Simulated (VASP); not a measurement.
Write the native input for VASP 6.6.1 that does the following.

```
Task                   : single point
Functional             : LDA
Potentials or basis    : VASP PAW LDA potentials, release 64 (Be, N)
Cutoff                 : 520 eV
k mesh                 : 12 × 12 × 12
Occupations            : gaussian, width 0.05 eV
Spin                   : no spin polarisation
Dipole correction      : no
Further INCAR settings : ALGO = Normal; EDIFF = 1e-06; NBANDS = 16
```

The structure of Be3N2 lies in POSCAR:

```
Be3N2
1.0
    1.4988416161      0.8653566105      4.3665385907
   -1.4988416161      0.8653566105      4.3665385907
    0.0000000000     -1.7307132211      4.3665385907
Be N
3 2
Direct
    0.8590010800      0.8590010800      0.8590010800
    0.3176945600      0.3176945600      0.3176945600
    0.0888067700      0.0888067700      0.0888067700
    0.2041626800      0.2041626800      0.2041626800
    0.7084349100      0.7084349100      0.7084349100
```

This cell differs from its parent crystal: ratio of the length along z to the lengths across it x 0.85, volume and fractional coordinates fixed.

The input as run:

INCAR

```
SYSTEM = Be3N2
PREC = Accurate
ENCUT = 520
EDIFF = 1E-6
ISMEAR = 0
SIGMA = 0.05
LREAL = .FALSE.
LASPH = .TRUE.
NELM = 100
ALGO = Normal
ISIF = 2
LWAVE = .FALSE.
LCHARG = .FALSE.
GGA = CA
NBANDS = 16
```

KPOINTS

```
regular mesh
0
G
  12 12 12
  0 0 0
```

Potentials or basis: VASP PAW LDA potentials, release 64 (Be, N).

Run with:

```bash
$ cat potpaw_LDA.64/Be/POTCAR potpaw_LDA.64/N/POTCAR > POTCAR
$ mpirun -np 1 vasp_std > vasp.out
```

Results of the run:

- Pressure: -2.1 GPa
- Largest force: 1.670 eV/Å
- Band gap on the k mesh: 2.54 eV, indirect (least direct gap 3.02 eV)

Caveat: forces of over 1 eV/Å act on the atoms, so gaps and moduli don't describe the material at rest.

Wall time 90 s on 1 thread of AMD EPYC 9R45 96-Core Processor (Zen 5) (shared host), peak memory 0.19 GiB.
